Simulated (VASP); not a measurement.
## NaI: single point with PBE

The system is NaI.

```
CELL_PARAMETERS angstrom
3.97144 0.00000 0.00000
0.00000 3.97144 0.00000
0.00000 0.00000 4.04054
ATOMIC_POSITIONS crystal
Na 0.00000 0.00000 0.00000
I 0.50000 0.50000 0.50000
```

This cell differs from its parent crystal: biaxial xy strain -1.7%.

- Program: VASP 6.6.1
- Task: single point
- Functional: PBE
- Potentials or basis: VASP PAW PBE potentials, release 64 (Na_pv, I)
- Cutoff: 520 eV
- k mesh: 6 × 6 × 6
- Occupations: fermi-dirac, width 0.02 eV
- Spin: no spin polarisation

```json
{
  "Pressure": "1.0 GPa",
  "Band gap on the k mesh": "2.30 eV (least direct gap 2.65 eV)"
}
```

Stress tensor (GPa, compression positive):
```
1.27 0.00 0.00
0.00 1.27 0.00
0.00 0.00 0.37
```

Levels at points of the mesh, in eV from the valence-band top:
| k point | band 3 | band 4 | band 5 | band 6 | band 7 | band 8 | band 9 | band 10 | band 11 | band 12 |
| --- | --- | --- | --- | --- | --- | --- | --- | --- | --- | --- |
| (0.00, 0.00, 0.00) | -23.74 | -12.00 | -0.84 | -0.68 | -0.68 | 2.30 | 5.42 | 5.53 | 11.25 | 11.42 |
| (0.50, 0.00, 0.00) | -23.74 | -11.63 | -3.49 | -0.48 | -0.32 | 4.61 | 6.41 | 6.97 | 7.72 | 8.00 |
| (0.50, 0.50, 0.00) | -23.74 | -11.30 | -2.77 | -2.77 | -0.12 | 2.73 | 6.91 | 8.26 | 8.26 | 8.71 |
| (0.00, 0.00, 0.50) | -23.74 | -11.67 | -3.48 | -0.36 | -0.36 | 4.68 | 6.41 | 6.97 | 7.96 | 7.96 |
| (0.50, 0.00, 0.50) | -23.74 | -11.34 | -2.82 | -2.75 | 0.00 | 2.65 | 7.03 | 8.34 | 8.43 | 8.93 |
| (0.50, 0.50, 0.50) | -23.74 | -11.03 | -2.29 | -2.29 | -2.22 | 4.07 | 4.07 | 4.07 | 6.61 | 13.58 |

It took 13 s on 1 thread of Intel(R) Xeon(R) 6975P-C (Granite Rapids), on a shared host, peak memory 0.18 GiB.

Caveat: the cell differs from its parent crystal (biaxial xy strain -1.7%); spin-orbit coupling is left out, which moves the levels of the heavy elements. A k mesh can miss the band edges.
